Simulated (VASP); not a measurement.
# Be3S5 (P3m1) in VASP: single point with PBE

Aim: the single point of Be3S5 with PBE.

All numbers are computed with VASP 6.6.1; they aren't measurements. Logs are shortened: lines on timing, memory, paths and dates and some standing lists are left out, and cuts for length are marked.

**1. The cell of the first run**

It takes space group P3m1 (No. 156, trigonal). The conventional cell has a = 5.783 Å, b = 5.783 Å, c = 7.045 Å, α = 90.00°, β = 90.00°, γ = 120.00°. Within 2.7 Å of Be (site symmetry m) lie 3 S at 2.02 to 2.05 Å and 2 Be at 2.33 Å. S (site symmetry 3m) has 3 Be at 2.02 Å within 2.7 Å. S (site symmetry 3m) has 1 S at 1.92 Å within 2.5 Å. Within 2.7 Å of S (site symmetry 3m) lie 3 Be at 2.05 Å. S (site symmetry 3m) has 1 S at 1.92 Å within 2.5 Å. S (site symmetry 3m) has 3 Be at 2.05 Å within 2.7 Å.

**2. Single point, PBE**

INCAR

```
PREC = Accurate
ENCUT = 600
EDIFF = 1E-6
ISMEAR = 0
SIGMA = 0.2
LREAL = False
LASPH = True
NELM = 120
ALGO = Normal
ISIF = 2
LWAVE = False
LCHARG = False
GGA = PE
NBANDS = 28
GGA_COMPAT = False
```

KPOINTS

```
Automatic mesh
0
Gamma
  4 4 3
```

POSCAR

```
Be3S5
1.0
    5.7830224225     -0.0000000033      0.0000000000
   -2.8915112084      5.0082443302      0.0000000000
    0.0000000000      0.0000000000      7.0449477353
Be S
3 5
Direct
    0.4678037790      0.5321962210      1.0281378025
    0.4678037790      0.9356075580      1.0281378025
    0.0643924420      0.5321962210      1.0281378025
    0.6666666667      0.3333333333     -0.0222093389
    0.0000000000      0.0000000000      0.3822355435
    0.3333333333      0.6666666667      0.8085369026
    0.0000000000      0.0000000000      0.1096817390
    0.3333333333      0.6666666667      0.2480796163
```

Potentials or basis: VASP PAW PBE potentials, release 64 (Be, S).

The run is started by

```sh
cat potpaw_PBE.64/Be/POTCAR potpaw_PBE.64/S/POTCAR > POTCAR
mpirun -np 1 vasp_std > vasp.out
```

OUTCAR:

```text
PREC = Accurate
   ENCUT = 600
   EDIFF = 1E-6
   ISMEAR = 0
   LREAL = False
   LASPH = True
   NELM = 120
   ISIF = 2
   GGA = PE

 ion  position               nearest neighbor table
   1  0.468  0.532  0.028-   4 2.02   6 2.05   8 2.05   3 2.33   2 2.33
   2  0.468  0.936  0.028-   4 2.02   6 2.05   8 2.05   3 2.33   1 2.33
   3  0.064  0.532  0.028-   4 2.02   6 2.05   8 2.05   1 2.33   2 2.33
   4  0.667  0.333  0.978-   3 2.02   2 2.02   1 2.02
   5  0.000  0.000  0.382-   7 1.92
   6  0.333  0.667  0.809-   3 2.05   2 2.05   1 2.05
   7  0.000  0.000  0.110-   5 1.92
   8  0.333  0.667  0.248-   3 2.05   2 2.05   1 2.05

  LATTYP: Found a hexagonal cell.
 ALAT       =     5.7830224225
 C/A-ratio  =     1.2182120733

  Lattice vectors:

 A1 = (   5.7830224225,  -0.0000000033,   0.0000000000)
 A2 = (  -2.8915112084,   5.0082443302,   0.0000000000)
 A3 = (   0.0000000000,   0.0000000000,   7.0449477353)

Analysis of symmetry for initial positions (statically):
=====================================================================
 Subroutine PRICEL returns:
 Original cell was already a primitive cell.

 Routine SETGRP: Setting up the symmetry group for a
 hexagonal supercell.

 Subroutine GETGRP returns: Found  6 space group operations
 (whereof  6 operations were pure point group operations)
 out of a pool of 24 trial point group operations.

The static configuration has the point symmetry C_3v.

Analysis of symmetry for dynamics (positions and initial velocities):
=====================================================================
 Subroutine PRICEL returns:
 Original cell was already a primitive cell.

 Routine SETGRP: Setting up the symmetry group for a
 hexagonal supercell.

 Subroutine GETGRP returns: Found  6 space group operations
 (whereof  6 operations were pure point group operations)
 out of a pool of 24 trial point group operations.

The dynamic configuration has the point symmetry C_3v.

 Subroutine INISYM returns: Found  6 space group operations
 (whereof  6 operations are pure point group operations),
 and found     1 'primitive' translations

----------------------------------------------------------------------------------------

                                     Primitive cell

  volume of cell :     204.0413

  direct lattice vectors                    reciprocal lattice vectors
     5.783022423 -0.000000003  0.000000000     0.172919959  0.099835385  0.000000000
    -2.891511208  5.008244330  0.000000000     0.000000000  0.199670770  0.000000000
     0.000000000  0.000000000  7.044947735     0.000000000  0.000000000  0.141945695

  length of vectors
     5.783022423  5.783022423  7.044947735     0.199670770  0.199670770  0.141945695

  position of ions in fractional coordinates (direct lattice)
     0.467803779  0.532196221  0.028137802
     0.467803779  0.935607558  0.028137802
     0.064392442  0.532196221  0.028137802
     0.666666667  0.333333333  0.977790661
     0.000000000  0.000000000  0.382235544
     0.333333333  0.666666667  0.808536903
     0.000000000  0.000000000  0.109681739
     0.333333333  0.666666667  0.248079616

  ion indices of the primitive-cell ions
   primitive index   ion index
                 1           1
                 2           2
                 3           3
                 4           4
                 5           5
                 6           6
                 7           7
                 8           8

----------------------------------------------------------------------------------------

 KPOINTS: Automatic mesh

Automatic generation of k-mesh.
 Grid dimensions read from file:
 generate k-points for:    4    4    3

 Generating k-lattice:

  Cartesian coordinates                     Fractional coordinates (reciprocal lattice)
     0.043229990  0.024958846  0.000000000     0.250000000  0.000000000  0.000000000
     0.000000000  0.049917692  0.000000000     0.000000000  0.250000000  0.000000000
     0.000000000  0.000000000  0.047315232     0.000000000  0.000000000  0.333333333

  Length of vectors
     0.049917692  0.049917692  0.047315232

  Shift w.r.t. Gamma in fractional coordinates (k-lattice)
     0.000000000  0.000000000  0.000000000

 Subroutine IBZKPT returns following result:
 ===========================================

 Found      9 irreducible k-points:

 Following reciprocal coordinates:
            Coordinates               Weight
  0.000000  0.000000  0.000000      1.000000
  0.250000  0.000000  0.000000      6.000000
  0.500000  0.000000  0.000000      3.000000
  0.250000  0.250000  0.000000      6.000000
  0.000000  0.000000  0.333333      2.000000
  0.250000  0.000000  0.333333      6.000000
 -0.000000  0.250000  0.333333      6.000000
  0.500000  0.000000  0.333333      6.000000
  0.250000  0.250000  0.333333     12.000000
   k-points           NKPTS =      9   k-points in BZ     NKDIM =      9   number of bands    NBANDS=     28
   number of dos      NEDOS =    301   number of ions     NIONS =      8
   total plane-waves  NPLWV = 129024
   dimension x,y,z NGX =    48 NGY =   48 NGZ =   56
   dimension x,y,z NGXF=    96 NGYF=   96 NGZF=  112
   ions per type =               3   5
   NGX,Y,Z   is equivalent  to a cutoff of  13.80, 13.80, 13.21 a.u.
   NGXF,Y,Z  is equivalent  to a cutoff of  27.60, 27.60, 26.43 a.u.
 SYSTEM =  unknown system
   PREC   = accura    normal or accurate (medium, high low for compatibility)
   ISTART =      0    job   : 0-new  1-cont  2-samecut
   ICHARG =      2    charge: 1-file 2-atom 10-const
   ISPIN  =      1    spin polarized calculation?
   LNONCOLLINEAR =      F non collinear calculations
   LSORBIT =      F    spin-orbit coupling
   LASPH  =      T    aspherical Exc in radial PAW
   ENCUT  =  600.0 eV  44.10 Ry    6.64 a.u.  11.55 11.55 14.07*2*pi/ulx,y,z
   NELM   =    120;   NELMIN=  2; NELMDL= -5     # of ELM steps
   EDIFF  = 0.1E-05   stopping-criterion for ELM
   LREAL  =      F    real-space projection
   EDIFFG = 0.1E-04   stopping-criterion for IOM
   NSW    =      0    number of steps for IOM
   IBRION =     -1    ionic relax: 0-MD 1-quasi-New 2-CG
   NFREE  =      0    steps in history (QN), initial steepest desc. (CG)
   ISIF   =      2    stress and relaxation
   ISYM   =      2    0-nonsym 1-usesym 2-fastsym
   POTIM  = 0.5000    time-step for ionic-motion
   TEBEG  =    0.0;   TEEND  =   0.0 temperature during run
   PSTRESS=    0.0 pullay stress
   NELECT =      36.0000    total number of electrons
   NUPDOWN=      -1.0000    fix difference up-down
   EMIN   =  10.00;   EMAX   =-10.00  energy-range for DOS
   EFERMI =   0.00;   METHOD = LEGACY
   ISMEAR =     0;   SIGMA  =   0.20  broadening in eV -4-tet -1-fermi 0-gaus
   EFERMI_NEDOS =   21; number of points for ismear=-14 and -15
   IALGO  =     38    algorithm
   IMIX   =      4    mixing-type and parameters
     AMIX     =   0.40;   BMIX     =  1.00
     AMIX_MAG =   1.60;   BMIX_MAG =  1.00
  volume/ion in A,a.u.               =      25.51       172.12
  Fermi-wavevector in a.u.,A,eV,Ry     =   0.918198  1.735142 11.470899  0.843087
  Thomas-Fermi vector in A             =   2.043252
   LORBIT       =      0    0 simple, 1 ext, 2 COOP (PROOUT), +10 PAW based schemes
   GGA     = PE    functional components
   LHFCALC =     F    Hartree Fock is set to
   AEXX    =    0.0000 exact exchange contribution
   IVDW    =     0    specifies the selected vdW correction
   LEPSILON=     F    determine dielectric tensor
   LRPA    =     F    only Hartree local field effects (RPA)
 non-spin polarized calculation
 Gauss-broadening in eV      SIGMA  =   0.20
  energy-cutoff  :      600.00
  volume of cell :      204.04
 maximum number of plane-waves:      6851
 NGX is ok and might be reduce to    48
   NGX = 23   NGY = 23   NGZ = 29

 number of electron      36.0000003 magnetization

 Free energy of the ion-electron system (eV)
  ---------------------------------------------------
  ext. energy  EPLUGINS =         0.00000000
  ---------------------------------------------------
  free energy    TOTEN  =       -34.52223340 eV

  energy without entropy =      -34.36072786  energy(sigma->0) =      -34.44148063

 E-fermi :   0.2906     XC(G=0):  -7.2038

 val. band max:        0.2687115011   @ k =   0.2500   0.0000   0.3333
 cond. band min:       0.3130357067   @ k =   0.0000   0.0000   0.3333
 fundamental gap:      0.0443242056
 Fermi energy:         0.2906322024

 k-point     1 :       0.0000    0.0000    0.0000
  band No.  band energies     occupation
      1     -15.0213      2.00000
      2     -12.3922      2.00000
      3     -11.6240      2.00000
      4     -10.9154      2.00000
      5      -9.6680      2.00000
      6      -4.1261      2.00000
[... 20 lines left out ...]
     27       6.9006      0.00000
     28       7.6908      0.00000

 k-point     2 :       0.2500    0.0000    0.0000
  band No.  band energies     occupation
      1     -14.9999      2.00000
      2     -12.3699      2.00000
      3     -11.6714      2.00000
      4     -10.9412      2.00000
      5      -9.7084      2.00000
      6      -4.5437      2.00000
[... 20 lines left out ...]
     27       6.9124      0.00000
     28       7.0949      0.00000

 k-point     3 :       0.5000    0.0000    0.0000
  band No.  band energies     occupation
      1     -14.9781      2.00000
      2     -12.3408      2.00000
      3     -11.7286      2.00000
      4     -10.9645      2.00000
      5      -9.7501      2.00000
      6      -4.7608      2.00000
[... 20 lines left out ...]
     27       6.9507      0.00000
     28       6.9674      0.00000

 k-point     4 :       0.2500    0.2500    0.0000
  band No.  band energies     occupation
      1     -14.9782      2.00000
      2     -12.3373      2.00000
      3     -11.7332      2.00000
      4     -10.9629      2.00000
      5      -9.7537      2.00000
      6      -4.6148      2.00000
[... 20 lines left out ...]
     27       6.8135      0.00000
     28       7.2676      0.00000

 k-point     5 :       0.0000    0.0000    0.3333
  band No.  band energies     occupation
      1     -15.0194      2.00000
      2     -12.3829      2.00000
      3     -11.6214      2.00000
      4     -10.9522      2.00000
      5      -9.6665      2.00000
      6      -4.1327      2.00000
[... 20 lines left out ...]
     27       7.9492      0.00000
     28       7.9502      0.00000

 k-point     6 :       0.2500    0.0000    0.3333
  band No.  band energies     occupation
      1     -14.9984      2.00000
      2     -12.3560      2.00000
      3     -11.6694      2.00000
      4     -10.9808      2.00000
      5      -9.7122      2.00000
      6      -4.5312      2.00000
[... 20 lines left out ...]
     27       6.9927      0.00000
     28       7.6287      0.00000

 k-point     7 :      -0.0000    0.2500    0.3333
  band No.  band energies     occupation
      1     -14.9984      2.00000
      2     -12.3558      2.00000
      3     -11.6698      2.00000
      4     -10.9810      2.00000
      5      -9.7117      2.00000
      6      -4.5290      2.00000
[... 20 lines left out ...]
     27       6.8954      0.00000
     28       7.5180      0.00000

 k-point     8 :       0.5000    0.0000    0.3333
  band No.  band energies     occupation
      1     -14.9770      2.00000
      2     -12.3213      2.00000
      3     -11.7282      2.00000
      4     -11.0065      2.00000
      5      -9.7597      2.00000
      6      -4.7462      2.00000
[... 20 lines left out ...]
     27       7.0447      0.00000
     28       7.3558      0.00000

 k-point     9 :       0.2500    0.2500    0.3333
  band No.  band energies     occupation
      1     -14.9771      2.00000
      2     -12.3180      2.00000
      3     -11.7325      2.00000
      4     -11.0045      2.00000
      5      -9.7639      2.00000
      6      -4.5487      2.00000
[... 20 lines left out ...]
     27       7.3398      0.00000
     28       7.5586      0.00000

------------------------ aborting loop because EDIFF is reached ----------------------------------------

  FORCE on cell =-STRESS in cart. coord.  units (eV):
  Direction    XX          YY          ZZ          XY          YZ          ZX
  --------------------------------------------------------------------------------------
  -------------------------------------------------------------------------------------
  Total        0.3212682      0.3212682     -0.0548874     -0.0000000     -0.0000000      0.0000000
  in kB        2.5226682      2.5226682     -0.4309882     -0.0000000     -0.0000000      0.0000000
  external PRESSURE =       1.5381161 kB  Pullay stress =       0.0000000 kB

 VOLUME and BASIS-vectors are now :
 -----------------------------------------------------------------------------
  energy-cutoff  :      600.00
  volume of cell :      204.04
      direct lattice vectors                 reciprocal lattice vectors
     5.783022423 -0.000000003  0.000000000     0.172919959  0.099835385  0.000000000
    -2.891511208  5.008244330  0.000000000     0.000000000  0.199670770  0.000000000
     0.000000000  0.000000000  7.044947735     0.000000000  0.000000000  0.141945695

 POSITION                                       TOTAL-FORCE (eV/Angst)
 -----------------------------------------------------------------------------------
      1.16647      2.66537      0.19823        -0.002456      0.001418      0.009997
      0.00000      4.68575      0.19823        -0.000000     -0.002835      0.009997
     -1.16647      2.66537      0.19823         0.002456      0.001418      0.009997
      2.89151      1.66941      6.88848        -0.000000      0.000000     -0.040312
      0.00000      0.00000      2.69283        -0.000000      0.000000     -0.220224
      0.00000      3.33883      5.69610        -0.000000      0.000000     -0.010727
      0.00000      0.00000      0.77270        -0.000000      0.000000      0.216528
      0.00000      3.33883      1.74771        -0.000000      0.000000      0.024744
 -----------------------------------------------------------------------------------
    total drift:                                0.000000     -0.000000     -0.000269

  FREE ENERGIE OF THE ION-ELECTRON SYSTEM (eV)
  ---------------------------------------------------
  free  energy   TOTEN  =       -34.5222333977 eV

  energy  without entropy=      -34.3607278630  energy(sigma->0) =      -34.44148063
```

Wall time 43 s (1 thread of Intel Xeon 6975P-C (Granite Rapids), shared host); peak memory 0.34 GiB.

What came out:

* Free energy: -34.5222 eV
* Pressure: 0.2 GPa
* Largest force: 0.220 eV/Å
* Band gap on the k mesh: zero (band 18 reaches 0.31 eV, above the bottom of band 19 at 0.22 eV)

Forces on the atoms (eV/Å):
```
Be  -0.002  0.001  0.010
Be   0.000 -0.003  0.010
Be   0.002  0.001  0.010
S    0.000  0.000 -0.040
S    0.000  0.000 -0.220
S    0.000  0.000 -0.011
S    0.000  0.000  0.217
S    0.000  0.000  0.025
```

Caveat: this functional lacks dispersion, which binds the layers, so the pressure and a relaxed spacing across them are unreliable.
